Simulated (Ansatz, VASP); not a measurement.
# One calculation of GaN, two programs

```
Ga N
1.0
     0.00000    2.06904    2.06904
     2.06904    0.00000    2.06904
     2.06904    2.06904    0.00000
Ga N
1 1
Direct
  0.50000 0.50000 0.50000
  0.00000 0.00000 0.00000
```

Alike in both runs: task single point; functional PBE; k mesh 8 × 8 × 8; occupations gaussian, width 0.1 eV; no spin polarisation.

|  | VASP | Ansatz |
| --- | --- | --- |
| version | VASP 6.6.1 | Ansatz 0.2.0 |
| potentials or method | VASP PAW PBE potentials, release 64 (Ga_d, N), cutoff 600 eV | scalar-relativistic, plane waves, PAW |
| valence electrons in the cell | 18 | 18 |

Ansatz gave:

```
gap on the k mesh at the Fermi level (eV) : 1.03
least direct gap on the mesh (eV)         : 3.57
pressure (GPa)                            : 24.1
```

Estimate VASP's values.

gap on the k mesh at the Fermi level (eV): 1.02; least direct gap on the mesh (eV): 3.58; pressure (GPa): 24.9.
